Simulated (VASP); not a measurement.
Write the native input for VASP 6.6.1 that does the following.

```
Task                   : single point
Functional             : PBE
Potentials or basis    : VASP PAW PBE potentials, release 64 (Fe)
Cutoff                 : 520 eV
k mesh                 : 16 × 16 × 16
Occupations            : fermi-dirac, width 0.05 eV
Spin                   : collinear spin, ferromagnetic start
Starting moments       : [3.0] μB
Dipole correction      : no
Further INCAR settings : ALGO = Normal; EDIFF = 1e-06; NBANDS = 14
```

The structure of Fe lies in POSCAR:

```
Fe
1.0
    0.0000000000      1.9798226863      2.0036464209
    1.5278283418      0.0000000000      2.0036464209
    1.5278283418      1.9798226863      0.0000000000
Fe
1
Direct
    0.0000000000      0.0000000000      0.0000000000
```

This cell differs from its parent crystal: volume scaled by 1.06.

These files were run (other wordings do the same):

INCAR

```
ALGO = Normal ; EDIFF = 1E-6
ENCUT = 520 ; GGA = PE
ISIF = 2 ; ISMEAR = -1
ISPIN = 2 ; LASPH = True
LCHARG = False ; LMAXMIX = 4
LORBIT = 11 ; LREAL = False
LWAVE = False ; MAGMOM = 3
NBANDS = 14 ; NELM = 150
PREC = Accurate ; SIGMA = 0.05
```

KPOINTS

```
k-points
0
Gamma
  16 16 16
```

Potentials or basis: VASP PAW PBE potentials, release 64 (Fe).

Run with:

```bash
$ cat potpaw_PBE.64/Fe/POTCAR > POTCAR
$ mpirun -np 1 vasp_std > vasp.out
```

It gave:

```
Pressure                                              : -8.8 GPa
Net moment                                            : 2.36 μB per cell
Site moments                                          : Fe +2.37 μB
Valence electrons inside the program's atomic spheres : Fe 7.14
```

Wall time 2.2 min on 1 thread of AMD EPYC 9R45 96-Core Processor (Zen 5), with other jobs on the host, peak memory 0.23 GiB.
